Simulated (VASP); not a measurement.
## SiC30 (a cell with a defect): single point with PBE+D3(BJ)

SiC30 (a cell with a defect):

```
CELL_PARAMETERS angstrom
4.93108 4.26829 0.00000
-4.93108 4.26829 0.00000
0.00000 0.00000 6.79898
ATOMIC_POSITIONS crystal
Si 0.50000 0.75000 0.75000
C 0.94810 0.95339 0.75000
C 0.47365 0.45940 0.75000
C 0.84392 0.57808 0.75000
C 0.20940 0.72365 0.75000
C 0.32808 0.09392 0.75000
C 0.70339 0.19810 0.75000
C 0.08453 0.33453 0.75000
C 0.33333 0.58333 0.25000
C 0.70862 0.70837 0.25000
C 0.20847 0.20844 0.25000
C 0.58348 0.33336 0.25000
C 0.95844 0.45847 0.25000
C 0.08336 0.83348 0.25000
C 0.45837 0.95862 0.25000
C 0.83360 0.08360 0.25000
C 0.16640 0.41640 0.25000
C 0.54163 0.54138 0.25000
C 0.04156 0.04153 0.25000
C 0.41652 0.16664 0.25000
C 0.79153 0.29156 0.25000
C 0.91664 0.66652 0.25000
C 0.29138 0.79163 0.25000
C 0.66667 0.91667 0.25000
C 0.79060 0.77635 0.75000
C 0.29661 0.30190 0.75000
C 0.67192 0.40608 0.75000
C 0.05190 0.54661 0.75000
C 0.15608 0.92193 0.75000
C 0.52635 0.04060 0.75000
C 0.91547 0.16547 0.75000
```

```json
{
  "Program": "VASP 6.6.1",
  "Task": "single point",
  "Functional": "PBE",
  "Dispersion": "D3(BJ)",
  "Potentials or basis": "VASP PAW PBE potentials, release 64 (Si, C)",
  "Cutoff": "520 eV",
  "k mesh": "4 × 4 × 4, shifted",
  "Occupations": "gaussian, width 0.1 eV",
  "Spin": "no spin polarisation",
  "Dipole correction": "no",
  "Further INCAR settings": "LREAL = Auto; ALGO = Normal; EDIFF = 1e-06; NBANDS = 83"
}
```

```yaml
Pressure: 2.9 GPa
Largest_force: 0.048 eV/Å
Band_gap_on_the_k_mesh: zero (filled and empty bands touch)
Dispersion_energy_per_atom: -0.159 eV
```

Forces on the atoms (eV/Å):
```
Si   0.000  0.000  0.000
C   -0.016  0.001  0.000
C   -0.043  0.020  0.000
C    0.012 -0.019  0.000
C    0.043  0.020  0.000
C   -0.012 -0.019  0.000
C    0.016  0.001  0.000
C    0.000 -0.003  0.000
C    0.000 -0.012  0.000
C   -0.026  0.016  0.000
C    0.013  0.020  0.000
C    0.022 -0.014  0.000
C   -0.013  0.020  0.000
C   -0.022 -0.014  0.000
C    0.026  0.016  0.000
C    0.000 -0.025  0.000
C    0.000  0.025  0.000
C   -0.026 -0.016  0.000
C    0.013 -0.020  0.000
C   -0.022  0.014  0.000
C   -0.013 -0.020  0.000
C    0.022  0.014  0.000
C    0.026 -0.016  0.000
C    0.000  0.012  0.000
C   -0.043 -0.020  0.000
C   -0.016 -0.001  0.000
C    0.012  0.019  0.000
C    0.016 -0.001  0.000
C   -0.012  0.019  0.000
C    0.043 -0.020  0.000
C    0.000  0.003  0.000
```

Stress tensor (GPa, compression positive):
```
16.43  0.00  0.00
 0.00 -7.61  0.00
 0.00  0.00 -0.22
```

Levels at points of the mesh, in eV from the Fermi level:
```csv
k point,band 59,band 60,band 61,band 62,band 63,band 64,band 65,band 66
"(0.12, 0.12, 0.12)",-2.15,-1.57,-1.25,0.01,0.10,2.15,2.54,2.68
```

It took 11 min on 1 thread of Oxide Virtual Turin-like Processor, with other jobs on the host, peak memory 0.41 GiB.
